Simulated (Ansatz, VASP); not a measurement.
**One calculation of Ge, two programs**

```xyz
4
Lattice="3.9357 0.0000 0.0000 -1.9679 3.4084 0.0000 0.0000 0.0000 6.7018" Properties=species:S:1:pos:R:3 pbc="T T T"
Ge    1.9679    1.1361    0.4221
Ge    0.0000    2.2723    3.7730
Ge    1.9679    1.1361    2.9288
Ge    0.0000    2.2723    6.2797
```

Change from the starting cell: strain -0.015 along x and y, +0.015 along z, atoms carried along.

Alike in both runs: task single point; functional r2SCAN; k mesh 12 × 12 × 6; occupations gaussian, width 0.03 eV; no spin polarisation.

```csv
,VASP,Ansatz
version,VASP 6.6.1,Ansatz 0.2.0
potentials or method,"VASP PAW PBE potentials, release 64 (Ge_d), cutoff 520 eV","scalar-relativistic, plane waves, PAW"
valence electrons in the cell,56,56
```

```tsv
	VASP	Ansatz	Ansatz less VASP
gap on the k mesh at the Fermi level (eV)	0.21	0.25	+0.037
least direct gap on the mesh (eV)	0.21	0.25	+0.037
pressure (GPa)	1.3	1.3	-0.06
traceless stress, the component that is largest in VASP (GPa)	-3.81	-3.80	+0.013
rms of the force components (eV/Å)	0.153	0.150	-0.0035
```

VASP's potentials were made for PBE, not for r2SCAN. Atom by atom the forces differ by 0.003 eV/Å (rms over components).
